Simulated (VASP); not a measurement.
Here is a VASP 6.6.1 calculation.

Contents of POSCAR:

```
C
1.0
    0.0000000000      1.7789244156      1.7789244156
    1.7789244156      0.0000000000      1.7789244156
    1.7789244156      1.7789244156      0.0000000000
C
2
Direct
    0.0000000000      0.0000000000      0.0000000000
    0.2500000000      0.2500000000      0.2500000000
```

Contents of INCAR.step1:

```
SYSTEM = C
ALGO     = Normal         ! electronic algorithm
EDIFF    = 1E-5           ! SCF threshold, eV
ENCUT    = 660            ! plane-wave cutoff, eV
GGA      = PE             ! functional
GGA_COMPAT= .FALSE.      
ISMEAR   = 0              ! smearing method
LASPH    = .TRUE.         ! aspherical terms in the spheres
LCHARG   = .FALSE.        ! write CHGCAR
LREAL    = .FALSE.        ! projectors in reciprocal space
LWAVE    = .TRUE.         ! write WAVECAR
NBANDS   = 11             ! bands
NELM     = 120            ! most SCF steps
PREC     = Accurate       ! precision mode
SIGMA    = 0.02           ! smearing width, eV
```

Contents of INCAR.step2:

```
SYSTEM = C
ALGO     = Normal         ! electronic algorithm
BPARAM   = 11.95        
CPARAM   = 0.0093       
EDIFF    = 1E-6           ! SCF threshold, eV
ENCUT    = 660            ! plane-wave cutoff, eV
GGA_COMPAT= .FALSE.      
ISIF     = 2              ! what is computed and relaxed
ISMEAR   = 0              ! smearing method
ISTART   = 1            
IVDW_NL  = 2            
LASPH    = .TRUE.         ! aspherical terms in the spheres
LCHARG   = .TRUE.         ! write CHGCAR
LELF     = .TRUE.         ! ELF
LMIXTAU  = .TRUE.       
LREAL    = .FALSE.        ! projectors in reciprocal space
LUSE_VDW = .TRUE.       
LVHAR    = .TRUE.       
LWAVE    = .FALSE.        ! write WAVECAR
METAGGA  = R2SCAN         ! meta-GGA
NBANDS   = 11             ! bands
NELM     = 120            ! most SCF steps
PREC     = Accurate       ! precision mode
SIGMA    = 0.02           ! smearing width, eV
```

Contents of KPOINTS:

```
k-points
0
G
  12 12 12
  0 0 0
```

Potentials or basis: VASP PAW PBE potentials, release 64 (C).

The run is started by

```sh
$ cat potpaw_PBE.64/C/POTCAR > POTCAR
$ cp INCAR.step1 INCAR
$ mpirun -np 1 vasp_std > vasp.out
$ cp INCAR.step2 INCAR
$ mpirun -np 1 vasp_std > vasp.out
```

(1) What does it give for the band gap on the k mesh?

(2) Predict the pressure.

## Answers

(1) 4.33 eV (least direct gap 5.85 eV).

(2) 0.2 GPa.

Caveat: the PAW data sets were made with another functional, which shifts forces and pressure a little.
